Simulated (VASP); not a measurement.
A run of VASP 6.6.1 is set up as follows.

File INCAR:

```
  ALGO = Normal
  EDIFF = 1E-6
  ENCUT = 520
  GGA = PE
  ISIF = 2
  ISMEAR = 0
  LASPH = True
  LCHARG = False
  LREAL = False
  LWAVE = False
  NBANDS = 35
  NELM = 100
  PREC = Accurate
  SIGMA = 0.1
```

File KPOINTS:

```
k-points
0
Gamma
  6 6 4
```

Contents of POSCAR:

```
Na2Hg
1.0
    4.7242728000      0.0000000000      0.0000000000
   -2.3621364000      4.0913402600      0.0000000000
    0.0000000000      0.0000000000      5.7567432400
Na Hg
4 2
Direct
    0.3333333300      0.6666666700      0.2500000000
    0.6666666700      0.3333333300      0.7500000000
    0.0000000000      0.0000000000      0.0000000000
    0.0000000000      0.0000000000      0.5000000000
    0.3333333300      0.6666666700      0.7500000000
    0.6666666700      0.3333333300      0.2500000000
```

Potentials or basis: VASP PAW PBE potentials, release 64 (Na_pv, Hg).

Run with:

```console
$ cat potpaw_PBE.64/Na_pv/POTCAR potpaw_PBE.64/Hg/POTCAR > POTCAR
$ mpirun -np 1 vasp_std > vasp.out
```

**Question.** Predict the pressure.

**Answer.** 17.0 GPa.

**Question.** Estimate the band gap on the k mesh.

**Answer.** Zero (band 26 reaches 5.78 eV, above the bottom of band 27 at 2.56 eV).

Stress tensor (GPa, compression positive):
```
17.46  0.00  0.00
 0.00 17.46  0.00
 0.00  0.00 15.94
```

Caveat: spin-orbit coupling is left out, which moves the levels of the heavy elements.
